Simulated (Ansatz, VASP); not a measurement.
**TaN in VASP and in Ansatz**

File INCAR:

```
ALGO = Normal
EDIFF = 1E-6
ENCUT = 520
GGA = PE
ISIF = 2
ISMEAR = 0
LASPH = T
LCHARG = F
LREAL = F
LWAVE = F
NBANDS = 24
NELM = 100
PREC = Accurate
SIGMA = 0.15
```

The input KPOINTS:

```
k-points
0
Gamma
  15 15 8
```

POSCAR

```
TaN
1.0
    2.9168996769      0.0000000000      0.0000000000
   -1.4584498385      2.5261092205      0.0000000000
    0.0000000000      0.0000000000      5.9142266377
Ta N
2 2
Direct
   -0.0639729031     -0.0593798553      0.0000000000
    0.0639729031      0.0593798553      0.5000000000
    0.3333333333      0.6666666667      0.2500000000
    0.6666666667      0.3333333333      0.7500000000
```

Input for Ansatz:

```yaml
crystal:
  lattice:
    - [2.9168996769, 0.0, 0.0]
    - [-1.4584498385, 2.5261092205, 0.0]
    - [0.0, 0.0, 5.9142266377]
  atoms:
    - { symbol: Ta, position: [-0.0639729031, -0.0593798553, 0.0] }
    - { symbol: Ta, position: [0.0639729031, 0.0593798553, 0.5] }
    - { symbol: "N", position: [0.3333333333, 0.6666666667, 0.25] }
    - { symbol: "N", position: [0.6666666667, 0.3333333333, 0.75] }
basis:
  ecutwfc: 520.0
kpoints:
  mp_grid: { grid: [15, 15, 8] }
hamiltonian:
  xc: pbe
  pseudopotentials: { kind: paw, azcp: { folder: soft_1 } }
scf:
  occupations: { method: gaussian, width: 0.15 }
output:
  forces: true
  stress: true
  eigenvalues: true
```

Change from the starting cell: mode 4 frozen in at -0.100 Å and mode 5 at -0.150 Å (largest displacements).

Alike in both runs: task single point; functional PBE; k mesh 15 × 15 × 8; occupations gaussian, width 0.15 eV; no spin polarisation.

|  | VASP | Ansatz |
| --- | --- | --- |
| version | VASP 6.6.1 | Ansatz 0.2.0 |
| potentials or method | VASP PAW PBE potentials, release 64 (Ta_pv, N), cutoff 520 eV | scalar-relativistic, plane waves, PAW |
| valence electrons in the cell | 32 | 36 |

|  | VASP | Ansatz | Ansatz less VASP |
| --- | --- | --- | --- |
| gap on the k mesh at the Fermi level (eV) | none | none | - |
| pressure (GPa) | 5.6 | 4.8 | -0.82 |
| traceless stress, the component that is largest in VASP (GPa) | 2.80 | 2.69 | -0.108 |
| rms of the force components (eV/Å) | 0.922 | 0.916 | -0.0056 |

Atom by atom the forces differ by 0.006 eV/Å (rms over components). A gap of «none» marks a metal or a gap that the smearing closes. VASP's potentials hold 32 valence electrons a cell and Ansatz's 36, so a difference there can come from the potentials and not from the codes.

Neither program's run includes spin-orbit coupling.
